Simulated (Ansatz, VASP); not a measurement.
**Two plane-wave programs on VSi2**

```xyz
6
Lattice="1.7033 -6.5346 0.0000 1.7033 6.5346 0.0000 0.0000 0.0000 3.5491" Properties=species:S:1:pos:R:3 pbc="T T T"
V     1.7033   -5.1304    2.6618
V     1.7033    5.1304    0.8873
Si    1.7033   -0.8057    2.6618
Si    1.7033    0.8057    0.8873
Si    1.7033    3.3053    2.6618
Si    1.7033   -3.3053    0.8873
```

Alike in both runs: functional PBE; k mesh 12 × 12 × 10; occupations gaussian, width 0.1 eV; no spin polarisation.

Ansatz relaxed the structure, and its values are those at the end. VASP's run is a single point on that final structure, the one shown.

|  | VASP | Ansatz |
| --- | --- | --- |
| version | VASP 6.6.1 | Ansatz 0.2.0 |
| potentials or method | VASP PAW PBE potentials, release 64 (V_sv, Si), cutoff 520 eV | scalar-relativistic, plane waves, PAW |
| valence electrons in the cell | 42 | 42 |

```csv
,VASP,Ansatz,Ansatz less VASP
gap on the k mesh at the Fermi level (eV),none,none,-
pressure (GPa),0.0,0.0,-0.01
rms of the force components (eV/Å),0.004,0.004,0.0000
```

A gap of «none» marks a metal or a gap that the smearing closes.
